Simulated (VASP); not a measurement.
# ZnAg2GeSe4 (I-42m) in VASP: further runs

The runs below take ZnAg2GeSe4 through single point, with PBE.

Everything below comes from runs of VASP 6.6.1. Logs are shortened: lines on timing, memory, paths and dates and some standing lists are left out, and cuts for length are marked.

## (1) The cell of the first run

It takes space group I-42m (No. 121, tetragonal). Conventional cell: a = 5.617 Å, b = 5.617 Å, c = 12.250 Å, α = 90.00°, β = 90.00°, γ = 90.00°. Ag (site symmetry -4) has 4 Se at 2.59 Å within 3.4 Å. Within 3.3 Å of Zn (site symmetry -42m) lie 4 Se at 2.47 Å. Within 3.1 Å of Ge (site symmetry -42m) lie 4 Se at 2.38 Å. Se (site symmetry m) has 1 Ge at 2.38 Å and 1 Zn at 2.47 Å and 2 Ag at 2.59 Å within 3.1 Å.

## (2) Single point, PBE (24.16 Å³/atom)

Input file INCAR:

```
SYSTEM = ZnAg2GeSe4
PREC = Accurate
ENCUT = 520
EDIFF = 1E-7
ISMEAR = -1
SIGMA = 0.02
LREAL = .FALSE.
LASPH = .TRUE.
NELM = 100
ALGO = Normal
ISIF = 2
LWAVE = .FALSE.
LCHARG = .TRUE.
GGA = PE
LELF = .TRUE.
LVHAR = .TRUE.
NBANDS = 46
```

Input file KPOINTS:

```
Automatic mesh
0
G
  6 6 6
  0 0 0
```

Input file POSCAR:

```
ZnAg2GeSe4
1.0
   -2.8087188471      2.8087188471      6.1251029673
    2.8087188471     -2.8087188471      6.1251029673
    2.8087188471      2.8087188471     -6.1251029673
Ag Zn Ge Se
2 1 1 4
Direct
    0.7500000000      0.2500000000      0.5000000000
    0.2500000000      0.7500000000      0.5000000000
    0.0000000000      0.0000000000      0.0000000000
    0.5000000000      0.5000000000      0.0000000000
    0.8571857053      0.8571857053      0.4862851356
    0.1428142947      0.6290994303      0.0000000000
    0.6290994303      0.1428142947      0.0000000000
    0.3709005697      0.3709005697      0.5137148644
```

Potentials or basis: VASP PAW PBE potentials, release 64 (Ag, Zn, Ge_d, Se).

The run is started by

```sh
$ cat potpaw_PBE.64/Ag/POTCAR potpaw_PBE.64/Zn/POTCAR potpaw_PBE.64/Ge_d/POTCAR potpaw_PBE.64/Se/POTCAR > POTCAR
$ mpirun -np 1 vasp_std > vasp.out
```

OUTCAR:

```text
SYSTEM = ZnAg2GeSe4
   PREC = Accurate
   ENCUT = 520
   EDIFF = 1E-7
   ISMEAR = -1
   LREAL = .FALSE.
   LASPH = .TRUE.
   NELM = 100
   ISIF = 2
   GGA = PE

 ion  position               nearest neighbor table
   1  0.750  0.250  0.500-   5 2.59   6 2.59   8 2.59   7 2.59
   2  0.250  0.750  0.500-   5 2.59   7 2.59   8 2.59   6 2.59
   3  0.000  0.000  0.000-   8 2.47   6 2.47   7 2.47   5 2.47
   4  0.500  0.500  0.000-   5 2.38   6 2.38   7 2.38   8 2.38
   5  0.857  0.857  0.486-   4 2.38   3 2.47   2 2.59   1 2.59
   6  0.143  0.629  0.000-   4 2.38   3 2.47   1 2.59   2 2.59
   7  0.629  0.143  0.000-   4 2.38   3 2.47   2 2.59   1 2.59
   8  0.371  0.371  0.514-   4 2.38   3 2.47   1 2.59   2 2.59

  LATTYP: Found a body centered tetragonal cell.
 ALAT       =     5.6174376942
 C/A-ratio  =     2.1807462052

  Lattice vectors:

 A1 = (  -2.8087188471,   2.8087188471,   6.1251029673)
 A2 = (   2.8087188471,  -2.8087188471,   6.1251029673)
 A3 = (   2.8087188471,   2.8087188471,  -6.1251029673)

Analysis of symmetry for initial positions (statically):
=====================================================================
 Subroutine PRICEL returns:
 Original cell was already a primitive cell.

 Routine SETGRP: Setting up the symmetry group for a
 body centered tetragonal supercell.

 Subroutine GETGRP returns: Found  8 space group operations
 (whereof  8 operations were pure point group operations)
 out of a pool of 16 trial point group operations.

The static configuration has the point symmetry D_2d.

Analysis of symmetry for dynamics (positions and initial velocities):
=====================================================================
 Subroutine PRICEL returns:
 Original cell was already a primitive cell.

 Routine SETGRP: Setting up the symmetry group for a
 body centered tetragonal supercell.

 Subroutine GETGRP returns: Found  8 space group operations
 (whereof  8 operations were pure point group operations)
 out of a pool of 16 trial point group operations.

The dynamic configuration has the point symmetry D_2d.

 Subroutine INISYM returns: Found  8 space group operations
 (whereof  8 operations are pure point group operations),
 and found     1 'primitive' translations

----------------------------------------------------------------------------------------

                                     Primitive cell

  volume of cell :     193.2813

  direct lattice vectors                    reciprocal lattice vectors
    -2.808718847  2.808718847  6.125102967     0.000000000  0.178017106  0.081631281
     2.808718847 -2.808718847  6.125102967     0.178017106  0.000000000  0.081631281
     2.808718847  2.808718847 -6.125102967     0.178017106  0.178017106  0.000000000

  length of vectors
     7.300321190  7.300321190  7.300321190     0.195841150  0.195841150  0.251754205

  position of ions in fractional coordinates (direct lattice)
     0.750000000  0.250000000  0.500000000
     0.250000000  0.750000000  0.500000000
     0.000000000  0.000000000  0.000000000
     0.500000000  0.500000000  0.000000000
     0.857185705  0.857185705  0.486285136
     0.142814295  0.629099430  0.000000000
     0.629099430  0.142814295  0.000000000
     0.370900570  0.370900570  0.513714864

  ion indices of the primitive-cell ions
   primitive index   ion index
                 1           1
                 2           2
                 3           3
                 4           4
                 5           5
                 6           6
                 7           7
                 8           8

----------------------------------------------------------------------------------------

 KPOINTS: Automatic mesh

Automatic generation of k-mesh.
 Grid dimensions read from file:
 generate k-points for:    6    6    6

 Generating k-lattice:

  Cartesian coordinates                     Fractional coordinates (reciprocal lattice)
     0.000000000  0.029669518  0.013605213     0.166666667  0.000000000 -0.000000000
     0.029669518  0.000000000  0.013605213     0.000000000  0.166666667 -0.000000000
     0.029669518  0.029669518  0.000000000     0.000000000  0.000000000  0.166666667

  Length of vectors
     0.032640192  0.032640192  0.041959034

  Shift w.r.t. Gamma in fractional coordinates (k-lattice)
     0.000000000  0.000000000  0.000000000

 Subroutine IBZKPT returns following result:
 ===========================================

 Found     30 irreducible k-points:

 Following reciprocal coordinates:
            Coordinates               Weight
  0.000000  0.000000  0.000000      1.000000
  0.166667  0.000000  0.000000      8.000000
  0.333333 -0.000000  0.000000      8.000000
  0.500000 -0.000000  0.000000      4.000000
  0.166667  0.166667  0.000000      8.000000
  0.333333  0.166667 -0.000000     16.000000
[... 16 lines left out ...]
 -0.333333 -0.333333  0.166667      8.000000
 -0.166667 -0.333333  0.166667      8.000000
 [... further k-points ...]
   k-points           NKPTS =     30   k-points in BZ     NKDIM =     30   number of bands    NBANDS=     46
   number of dos      NEDOS =    301   number of ions     NIONS =      8
   total plane-waves  NPLWV = 157464
   dimension x,y,z NGX =    54 NGY =   54 NGZ =   54
   dimension x,y,z NGXF=   108 NGYF=  108 NGZF=  108
   ions per type =               2   1   1   4
   NGX,Y,Z   is equivalent  to a cutoff of  12.30, 12.30, 12.30 a.u.
   NGXF,Y,Z  is equivalent  to a cutoff of  24.59, 24.59, 24.59 a.u.
 SYSTEM =  ZnAg2GeSe4
   PREC   = accura    normal or accurate (medium, high low for compatibility)
   ISTART =      0    job   : 0-new  1-cont  2-samecut
   ICHARG =      2    charge: 1-file 2-atom 10-const
   ISPIN  =      1    spin polarized calculation?
   LNONCOLLINEAR =      F non collinear calculations
   LSORBIT =      F    spin-orbit coupling
   LASPH  =      T    aspherical Exc in radial PAW
   ENCUT  =  520.0 eV  38.22 Ry    6.18 a.u.  13.57 13.57 13.57*2*pi/ulx,y,z
   NELM   =    100;   NELMIN=  2; NELMDL= -5     # of ELM steps
   EDIFF  = 0.1E-06   stopping-criterion for ELM
   LREAL  =      F    real-space projection
   EDIFFG = 0.1E-05   stopping-criterion for IOM
   NSW    =      0    number of steps for IOM
   IBRION =     -1    ionic relax: 0-MD 1-quasi-New 2-CG
   NFREE  =      0    steps in history (QN), initial steepest desc. (CG)
   ISIF   =      2    stress and relaxation
   ISYM   =      2    0-nonsym 1-usesym 2-fastsym
   POTIM  = 0.5000    time-step for ionic-motion
   TEBEG  =    0.0;   TEEND  =   0.0 temperature during run
   PSTRESS=    0.0 pullay stress
   NELECT =      72.0000    total number of electrons
   NUPDOWN=      -1.0000    fix difference up-down
   EMIN   =  10.00;   EMAX   =-10.00  energy-range for DOS
   EFERMI =   0.00;   METHOD = LEGACY
   ISMEAR =    -1;   SIGMA  =   0.02  broadening in eV -4-tet -1-fermi 0-gaus
   EFERMI_NEDOS =   21; number of points for ismear=-14 and -15
   IALGO  =     38    algorithm
   IMIX   =      4    mixing-type and parameters
     AMIX     =   0.40;   BMIX     =  1.00
     AMIX_MAG =   1.60;   BMIX_MAG =  1.00
  volume/ion in A,a.u.               =      24.16       163.04
  Fermi-wavevector in a.u.,A,eV,Ry     =   1.177938  2.225980 18.878593  1.387537
  Thomas-Fermi vector in A             =   2.314276
   LORBIT       =      0    0 simple, 1 ext, 2 COOP (PROOUT), +10 PAW based schemes
   GGA     = PE    functional components
   LHFCALC =     F    Hartree Fock is set to
   AEXX    =    0.0000 exact exchange contribution
   IVDW    =     0    specifies the selected vdW correction
   LEPSILON=     F    determine dielectric tensor
   LRPA    =     F    only Hartree local field effects (RPA)
 non-spin polarized calculation
  energy-cutoff  :      520.00
  volume of cell :      193.28
 maximum number of plane-waves:      5239
   NGX = 27   NGY = 27   NGZ = 27

 number of electron      71.9999994 magnetization

 Free energy of the ion-electron system (eV)
  ---------------------------------------------------
  ext. energy  EPLUGINS =         0.00000000
  ---------------------------------------------------
  free energy    TOTEN  =       -27.38947702 eV

  energy without entropy =      -27.38907940  energy(sigma->0) =      -27.38927821

 E-fermi :   3.4692     XC(G=0):  -9.3956

 val. band max:        3.4614135143   @ k =   0.0000   0.0000   0.0000
 cond. band min:       3.8869184175   @ k =   0.5000   0.5000   0.0000
 fundamental gap:      0.4255049032
 Fermi energy:         3.4691782432

 k-point     1 :       0.0000    0.0000    0.0000
  band No.  band energies     occupation
      1     -22.0132      2.00000
      2     -22.0132      2.00000
      3     -22.0010      2.00000
      4     -21.9849      2.00000
      5     -21.9671      2.00000
      6     -10.8892      2.00000
[... 38 lines left out ...]
     45       8.9119      0.00000
     46       9.2877      0.00000

 k-point     2 :       0.1667    0.0000    0.0000
  band No.  band energies     occupation
      1     -22.0132      2.00000
      2     -22.0132      2.00000
      3     -22.0011      2.00000
      4     -21.9849      2.00000
      5     -21.9671      2.00000
      6     -10.8258      2.00000
[... 38 lines left out ...]
     45       8.9899      0.00000
     46       9.0957      0.00000

 k-point     3 :       0.3333   -0.0000    0.0000
  band No.  band energies     occupation
      1     -22.0132      2.00000
      2     -22.0132      2.00000
      3     -22.0011      2.00000
      4     -21.9849      2.00000
      5     -21.9671      2.00000
      6     -10.6683      2.00000
[... 38 lines left out ...]
     45       9.2018      0.00000
     46       9.2194      0.00000

 k-point     4 :       0.5000   -0.0000    0.0000
  band No.  band energies     occupation
      1     -22.0132      2.00000
      2     -22.0132      2.00000
      3     -22.0011      2.00000
      4     -21.9849      2.00000
      5     -21.9671      2.00000
      6     -10.5592      2.00000
[... 920 lines left out ...]
     45       9.1671      0.00000
     46       9.5594      0.00000

 k-point    23 :      -0.3333   -0.3333    0.1667
  band No.  band energies     occupation
      1     -22.0132      2.00000
      2     -22.0132      2.00000
      3     -22.0011      2.00000
      4     -21.9849      2.00000
      5     -21.9671      2.00000
      6     -10.6906      2.00000
[... 38 lines left out ...]
     45       9.0602      0.00000
     46       9.2374      0.00000

 k-point    24 :      -0.1667   -0.3333    0.1667
  band No.  band energies     occupation
      1     -22.0132      2.00000
      2     -22.0132      2.00000
      3     -22.0011      2.00000
      4     -21.9849      2.00000
      5     -21.9671      2.00000
      6     -10.7705      2.00000
[... 38 lines left out ...]
     45       8.8290      0.00000
     46       9.1660      0.00000

 [... further k-points ...]

------------------------ aborting loop because EDIFF is reached ----------------------------------------

  FORCE on cell =-STRESS in cart. coord.  units (eV):
  Direction    XX          YY          ZZ          XY          YZ          ZX
  --------------------------------------------------------------------------------------
  -------------------------------------------------------------------------------------
  Total        4.3491687      4.3491687      4.8892570      0.0000000      0.0000000      0.0000000
  in kB       36.0517967     36.0517967     40.5287796      0.0000000      0.0000000      0.0000000
  external PRESSURE =      37.5441243 kB  Pullay stress =       0.0000000 kB

 VOLUME and BASIS-vectors are now :
 -----------------------------------------------------------------------------
  energy-cutoff  :      520.00
  volume of cell :      193.28
      direct lattice vectors                 reciprocal lattice vectors
    -2.808718847  2.808718847  6.125102967     0.000000000  0.178017106  0.081631281
     2.808718847 -2.808718847  6.125102967     0.178017106  0.000000000  0.081631281
     2.808718847  2.808718847 -6.125102967     0.178017106  0.178017106  0.000000000

 POSITION                                       TOTAL-FORCE (eV/Angst)
 -----------------------------------------------------------------------------------
     -0.00000      2.80872      3.06255         0.000000      0.000000     -0.000000
      2.80872     -0.00000      3.06255         0.000000     -0.000000     -0.000000
      0.00000      0.00000      0.00000        -0.000000      0.000000     -0.000000
      0.00000      0.00000      6.12510        -0.000000      0.000000     -0.000000
      1.36584      1.36584      7.52215         0.079570      0.079570      0.103398
      1.36584     -1.36584      4.72805         0.079570     -0.079570     -0.103398
     -1.36584      1.36584      4.72805        -0.079570      0.079570     -0.103398
      1.44288      1.44288      1.39705        -0.079570     -0.079570      0.103398
 -----------------------------------------------------------------------------------
    total drift:                                0.000000      0.000000     -0.000004

  FREE ENERGIE OF THE ION-ELECTRON SYSTEM (eV)
  ---------------------------------------------------
  free  energy   TOTEN  =       -27.3894770152 eV

  energy  without entropy=      -27.3890793970  energy(sigma->0) =      -27.38927821
```

Wall time 6 min (1 thread of Intel Xeon Platinum 8488C (Sapphire Rapids), shared host); peak memory 0.59 GiB.

Results:

```yaml
Free_energy: -27.3895 eV
Pressure: 3.8 GPa
Largest_force: 0.153 eV/Å
Band_gap_on_the_k_mesh: zero (filled and empty bands touch)
```

Forces in eV/Å, atoms in the order of the input:
```
Ag   0.000  0.000  0.000
Ag   0.000  0.000  0.000
Zn   0.000  0.000  0.000
Ge   0.000  0.000  0.000
Se   0.080  0.080  0.103
Se   0.080 -0.080 -0.103
Se  -0.080  0.080 -0.103
Se  -0.080 -0.080  0.103
```

Caveat: the cell stands under pressure; semilocal functionals underestimate gaps, and a narrow one can read as zero.

## (3) Single point, PBE

This run uses another cell than the first one, of 24.84 Å³/atom.

Input file INCAR:

```
SYSTEM = ZnAg2GeSe4
ALGO     = Normal         ! electronic algorithm
EDIFF    = 1E-7           ! SCF threshold, eV
ENCUT    = 520            ! plane-wave cutoff, eV
GGA      = PE             ! functional
ISIF     = 2              ! what is computed and relaxed
ISMEAR   = -1             ! smearing method
LASPH    = .True.         ! aspherical terms in the spheres
LCHARG   = .False.        ! write CHGCAR
LREAL    = .False.        ! projectors in reciprocal space
LWAVE    = .False.        ! write WAVECAR
NBANDS   = 46             ! bands
NELM     = 100            ! most SCF steps
PREC     = Accurate       ! precision mode
SIGMA    = 0.02           ! smearing width, eV
```

Input file KPOINTS:

```
k-points
0
Gamma
  6 6 6
  0 0 0
```

Input file POSCAR:

```
ZnAg2GeSe4
1.0
   -2.8137831511      2.8137831511      6.2741527270
    2.8137831511     -2.8137831511      6.2741527270
    2.8137831511      2.8137831511     -6.2741527270
Ag Zn Ge Se
2 1 1 4
Direct
    0.7500000000      0.2500000000      0.5000000000
    0.2500000000      0.7500000000      0.5000000000
    0.0000000000      0.0000000000      0.0000000000
    0.5000000000      0.5000000000      0.0000000000
    0.8551421269      0.8551421269      0.4854283809
    0.1448578731      0.6302862540      0.0000000000
    0.6302862540      0.1448578731      0.0000000000
    0.3697137460      0.3697137460      0.5145716191
```

Potentials or basis: VASP PAW PBE potentials, release 64 (Ag, Zn, Ge_d, Se).

The run is started by

```sh
$ cat potpaw_PBE.64/Ag/POTCAR potpaw_PBE.64/Zn/POTCAR potpaw_PBE.64/Ge_d/POTCAR potpaw_PBE.64/Se/POTCAR > POTCAR
$ mpirun -np 1 vasp_std > vasp.out
```

Wall time 6.1 min (1 thread of Intel Xeon Platinum 8488C (Sapphire Rapids), shared host); peak memory 0.61 GiB.

The run converged. Its results:

- Free energy: -27.4748 eV
- Pressure: 2.0 GPa
- Largest force: 0.257 eV/Å
- Band gap on the k mesh: zero (filled and empty bands touch)

Forces in eV/Å, atoms in the order of the input:
```
Ag   0.000  0.000  0.000
Ag   0.000  0.000  0.000
Zn   0.000  0.000  0.000
Ge   0.000  0.000  0.000
Se   0.086  0.086  0.226
Se   0.086 -0.086 -0.226
Se  -0.086  0.086 -0.226
Se  -0.086 -0.086  0.226
```

Stress tensor (GPa, compression positive):
```
2.06 0.00 0.00
0.00 2.06 0.00
0.00 0.00 1.92
```

Levels at points of the mesh, in eV from the Fermi level:
| k point | band 34 | band 35 | band 36 | band 37 | band 38 | band 39 |
| --- | --- | --- | --- | --- | --- | --- |
| (0.00, 0.00, 0.00) | -0.73 | -0.15 | -0.01 | -0.01 | 2.16 | 2.84 |
| (0.50, 0.00, 0.00) | -1.57 | -0.71 | -0.70 | 1.77 | 2.96 | 3.10 |
| (0.50, 0.50, 0.00) | -1.01 | -0.35 | -0.12 | 0.46 | 1.96 | 2.35 |
| (0.50, 0.50, 0.50) | -1.76 | -0.73 | -0.73 | 1.30 | 2.10 | 2.36 |

Caveat: semilocal functionals underestimate gaps, and a narrow one can read as zero.

## (4) Single point, PBE (24.93 Å³/atom)

This run uses another cell than the first one, of 24.93 Å³/atom.

Input file INCAR:

```
SYSTEM = ZnAg2GeSe4
ALGO = Normal
EDIFF = 1E-6
ENCUT = 520
GGA = PE
ISIF = 2
ISMEAR = -1
LASPH = .TRUE.
LCHARG = .FALSE.
LREAL = .FALSE.
LWAVE = .FALSE.
NBANDS = 46
NELM = 60
PREC = Accurate
SIGMA = 0.02
```

Input file KPOINTS:

```
k-points
0
G
  6 6 6
  0 0 0
```

Input file POSCAR:

```
ZnAg2GeSe4
1.0
   -2.8382864815      2.8382864815      6.1895824737
    2.8382864815     -2.8382864815      6.1895824737
    2.8382864815      2.8382864815     -6.1895824737
Ag Zn Ge Se
2 1 1 4
Direct
    0.7500000000      0.2500000000      0.5000000000
    0.2500000000      0.7500000000      0.5000000000
    0.0000000000      0.0000000000      0.0000000000
    0.5000000000      0.5000000000      0.0000000000
    0.8571857053      0.8571857053      0.4862851356
    0.1428142947      0.6290994303      0.0000000000
    0.6290994303      0.1428142947      0.0000000000
    0.3709005697      0.3709005697      0.5137148644
```

The run is started by

```sh
$ cat potpaw_PBE.64/Ag/POTCAR potpaw_PBE.64/Zn/POTCAR potpaw_PBE.64/Ge_d/POTCAR potpaw_PBE.64/Se/POTCAR > POTCAR
$ mpirun -np 1 vasp_std > vasp.out
```

Wall time 5.8 min (1 thread of Intel Xeon Platinum 8488C (Sapphire Rapids), shared host); peak memory 0.6 GiB.

Results (log left out):

```yaml
Free_energy: -27.4951 eV
Pressure: 1.7 GPa
Largest_force: 0.075 eV/Å
Band_gap_on_the_k_mesh: zero (filled and empty bands touch)
```

Forces in eV/Å, atoms in the order of the input:
```
Ag   0.000  0.000  0.000
Ag   0.000  0.000  0.000
Zn   0.000  0.000  0.000
Ge   0.000  0.000  0.000
Se   0.035  0.035  0.056
Se   0.035 -0.035 -0.056
Se  -0.035  0.035 -0.056
Se  -0.035 -0.035  0.056
```

Stress tensor (GPa, compression positive):
```
1.67 0.00 0.00
0.00 1.67 0.00
0.00 0.00 1.91
```

Levels at points of the mesh, in eV from the Fermi level:
```csv
k point,band 34,band 35,band 36,band 37,band 38,band 39
"(0.00, 0.00, 0.00)",-0.65,-0.21,-0.01,-0.01,2.10,2.81
"(0.50, 0.00, 0.00)",-1.54,-0.75,-0.73,1.68,2.99,3.08
"(0.50, 0.50, 0.00)",-0.94,-0.37,-0.16,0.37,1.85,2.42
"(0.50, 0.50, 0.50)",-1.80,-0.75,-0.75,1.23,2.05,2.35
```

Caveat: semilocal functionals underestimate gaps, and a narrow one can read as zero.

## (5) The runs side by side

| cell | gap on the mesh (eV) | pressure (GPa) | largest force (eV/Å) |
| --- | --- | --- | --- |
| a = 7.300 Å, angles 134.7, 134.7, 65.9°, 8 atoms, atomic positions A | none | 3.8 | 0.15 |
| a = 7.430 Å, angles 135.5, 135.5, 64.8°, 8 atoms, atomic positions B | none | 2.0 | 0.26 |
| a = 7.377 Å, angles 134.7, 134.7, 65.9°, 8 atoms, atomic positions A | none | 1.7 | 0.08 |

Alike in all rows: task single point; level PBE; potentials or basis VASP PAW PBE potentials, release 64 (Ag, Zn, Ge_d, Se); no spin polarisation; k mesh 6 × 6 × 6; cutoff (eV) 520; smearing fermi-dirac 0.02 eV.

Caveats: semilocal functionals underestimate gaps, and a narrow one can read as zero; the cell stands under pressure (at least some runs).

Absolute energies hang on the potentials; compare differences alone.

The gap in the log of VASP goes by the Fermi energy; the results here count the filled bands.